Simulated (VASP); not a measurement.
Write the native input for VASP 6.6.1 that does the following.

```yaml
Task: relaxation of cell and atoms
Functional: PBEsol
Dispersion: D3(BJ)
Potentials_or_basis: VASP PAW PBE potentials, release 64 (Fe)
Cutoff: 600 eV
k_mesh: 22 × 22 × 22
Occupations: gaussian, width 0.1 eV
Spin: collinear spin, ferromagnetic start
Starting_moments: "[2.23] μB"
Target_pressure: 3 GPa
Dipole_correction: no
Further_INCAR_settings: ALGO = Normal; EDIFF = 1e-07; IBRION = 2; EDIFFG = -0.004; NSW = 70; ISIF = 3
```

The structure of Fe lies in POSCAR:

```
Fe
1.0
   -1.3693372615      1.3693372615      1.3693372615
    1.3693372615     -1.3693372615      1.3693372615
    1.3693372615      1.3693372615     -1.3693372615
Fe
1
Direct
    0.0000000000      0.0000000000      0.0000000000
```

The input as run:

INCAR

```
PREC = Accurate ; ENCUT = 600
EDIFF = 1E-7 ; ISMEAR = 0
SIGMA = 0.1 ; LREAL = F
LASPH = T ; NELM = 200
ALGO = Normal ; ISIF = 3
LWAVE = F ; LCHARG = F
ISPIN = 2 ; MAGMOM = 2.23
LORBIT = 11 ; LMAXMIX = 4
GGA = PS ; IVDW = 12
IBRION = 2 ; NSW = 70
EDIFFG = -0.004 ; PSTRESS = 30.0
GGA_COMPAT = F ; NELMIN = 4
```

KPOINTS

```
Automatic mesh
0
Gamma
  22 22 22
```

Potentials or basis: VASP PAW PBE potentials, release 64 (Fe).

The run is started by

```bash
$ cat potpaw_PBE.64/Fe/POTCAR > POTCAR
$ mpirun -np 1 vasp_std > vasp.out
```

Results of the run:

```json
{"Relaxed volume": "10.46 Å³/atom", "Relaxed cell": "a = 2.386 Å, b = 2.386 Å, c = 2.386 Å, α = 109.47°, β = 109.47°, γ = 109.47°", "Space group after relaxing (to 0.1 Å)": "Im-3m (No. 229)", "Energy change on relaxing (the run minimises the enthalpy)": "-6.1 meV/atom", "Ionic steps": "3", "Pressure after relaxing": "3.0 GPa", "Net moment": "2.07 μB per cell", "Site moments": "Fe +2.05 μB", "Valence electrons inside the program's atomic spheres": "Fe 7.46", "Dispersion energy per atom": "-0.361 eV"}
```

Caveat: the cell is relaxed towards a set pressure, so the run minimises the enthalpy, not the energy; the PAW data sets were made with another functional, which shifts forces and pressure a little.

Wall time 4.1 min on 1 thread of Oxide Virtual Turin-like Processor (shared host), peak memory 0.16 GiB.
